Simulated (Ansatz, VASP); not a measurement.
## Ge3Pt in VASP and in Ansatz

```
Ge Pt
1.0
     3.91934    2.26283    2.74629
    -3.91934    2.26283    2.74629
     0.00000   -4.52566    2.74629
Ge Pt
6 2
Direct
  0.76905 0.34894 0.76905
  0.76905 0.76905 0.34894
  0.34894 0.76905 0.76905
  0.23095 0.65106 0.23095
  0.65106 0.23095 0.23095
  0.23095 0.23095 0.65106
  0.16687 0.16687 0.16687
  0.83313 0.83313 0.83313
```

Change from the starting cell: species swapped into the InP3 type (R-3m, No. 166).

Alike in both runs: functional PBE; k mesh 3 × 3 × 3; occupations gaussian, width 0.1 eV; no spin polarisation.

Ansatz relaxed the structure, and its values are those at the end. VASP's run is a single point on that final structure, the one shown.

```csv
,VASP,Ansatz
version,VASP 6.6.1,Ansatz 0.2.0
potentials or method,"VASP PAW PBE potentials, release 64 (Ge_d, Pt), cutoff 520 eV","scalar-relativistic, plane waves, PAW"
valence electrons in the cell,104,120
```

|  | VASP | Ansatz | Ansatz less VASP |
| --- | --- | --- | --- |
| gap on the k mesh at the Fermi level (eV) | none | none | - |
| pressure (GPa) | 0.2 | 0.2 | -0.02 |
| rms of the force components (eV/Å) | 0.018 | 0.018 | 0.0000 |

A gap of «none» marks a metal or a gap that the smearing closes. With one functional, cell and mesh, what is left measures potentials, basis and numerics. VASP's potentials hold 104 valence electrons a cell and Ansatz's 120, so a difference there can come from the potentials and not from the codes.

The k mesh is coarse, so the values compare programs but aren't converged. Spin-orbit coupling is off throughout.
